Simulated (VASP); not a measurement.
GaO: single point with PBE

The system is GaO.

```
CELL_PARAMETERS angstrom
2.83357 0.00000 0.00000
0.00000 2.83357 0.00000
0.00000 0.00000 2.83357
ATOMIC_POSITIONS crystal
Ga 0.50000 0.50000 0.50000
O 0.00000 0.00000 0.00000
```

```yaml
Program: VASP 6.6.1
Task: single point
Functional: PBE
Potentials_or_basis: VASP PAW PBE potentials, release 64 (Ga_d, O)
Cutoff: 520 eV
k_mesh: 6 × 6 × 6
Occupations: gaussian, width 0.1 eV
Spin: no spin polarisation
```

```
Pressure : 0.3 GPa
```

Levels at points of the mesh, in eV from the Fermi level:
```csv
k point,band 7,band 8,band 9,band 10,band 11,band 12,band 13,band 14
"(0.00, 0.00, 0.00)",-5.38,-2.98,-2.98,-2.98,9.92,9.92,11.27,11.27
"(0.50, 0.00, 0.00)",-8.91,-2.21,-2.21,0.97,1.90,10.10,10.10,13.99
"(0.50, 0.50, 0.00)",-6.27,-6.27,-2.69,-2.00,5.62,5.62,11.28,13.49
"(0.50, 0.50, 0.50)",-4.15,-4.15,-4.15,1.66,1.66,1.66,1.98,15.69
```

Wall time 7.9 s on 1 thread of Intel(R) Xeon(R) Platinum 8259CL CPU @ 2.50GHz (Skylake/Cascade Lake), on a shared host, peak memory 0.14 GiB.

Caveat: the k points lie up to 0.37 Å⁻¹ apart; an odd number of electrons without spin polarisation forces a metal; a magnetic or distorted state may lie lower.
